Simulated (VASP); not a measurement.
Here is a VASP 6.6.1 calculation.

Contents of POSCAR:

```
Pt
1.0
   -1.5604567000      1.5604567000      1.5842200000
    1.5604567000     -1.5604567000      1.5842200000
    1.5604567000      1.5604567000     -1.5842200000
Pt
1
Direct
    0.0000000000      0.0000000000      0.0000000000
```

The input INCAR.step1:

```
SYSTEM = Pt
PREC     = Accurate       ! precision mode
ENCUT    = 520            ! plane-wave cutoff, eV
ISMEAR   = 0              ! smearing method
SIGMA    = 0.15           ! smearing width, eV
LREAL    = .False.        ! projectors in reciprocal space
LASPH    = .True.         ! aspherical terms in the spheres
NELM     = 80             ! most SCF steps
NBANDS   = 11             ! bands
GGA      = PE             ! functional
ALGO     = Normal         ! electronic algorithm
EDIFF    = 1E-4           ! SCF threshold, eV
LWAVE    = .True.         ! write WAVECAR
LCHARG   = .False.        ! write CHGCAR
```

The input INCAR.step2:

```
SYSTEM = Pt
PREC     = Accurate       ! precision mode
ENCUT    = 520            ! plane-wave cutoff, eV
EDIFF    = 1E-6           ! SCF threshold, eV
ISMEAR   = 0              ! smearing method
SIGMA    = 0.15           ! smearing width, eV
LREAL    = .False.        ! projectors in reciprocal space
LASPH    = .True.         ! aspherical terms in the spheres
NELM     = 80             ! most SCF steps
ALGO     = Normal         ! electronic algorithm
ISIF     = 2              ! what is computed and relaxed
LWAVE    = .False.        ! write WAVECAR
LCHARG   = .False.        ! write CHGCAR
METAGGA  = R2SCAN         ! meta-GGA
LMIXTAU  = .True.       
NBANDS   = 11             ! bands
ISTART   = 1
```

KPOINTS

```
Automatic mesh
0
Gamma
  22 22 22
  0 0 0
```

Potentials or basis: VASP PAW PBE potentials, release 64 (Pt).

The run is started by

```sh
$ cat potpaw_PBE.64/Pt/POTCAR > POTCAR
$ cp INCAR.step1 INCAR
$ mpirun -np 1 vasp_std > vasp.out
$ cp INCAR.step2 INCAR
$ mpirun -np 1 vasp_std > vasp.out
```

Task: Predict the band gap on the k mesh.

Result: Zero (bands 5 and 6 overlap by 2.39 eV).

Task: What does it give for the pressure?

Result: 1.5 GPa.

Stress tensor (GPa, compression positive):
```
1.00 0.00 0.00
0.00 1.00 0.00
0.00 0.00 2.46
```

Caveat: the cell differs from its parent crystal (strain -0.015 along x and y, +0.000 along z); the PAW data sets were made with another functional, which shifts forces and pressure a little; spin-orbit coupling is left out, which moves the levels of the heavy elements.
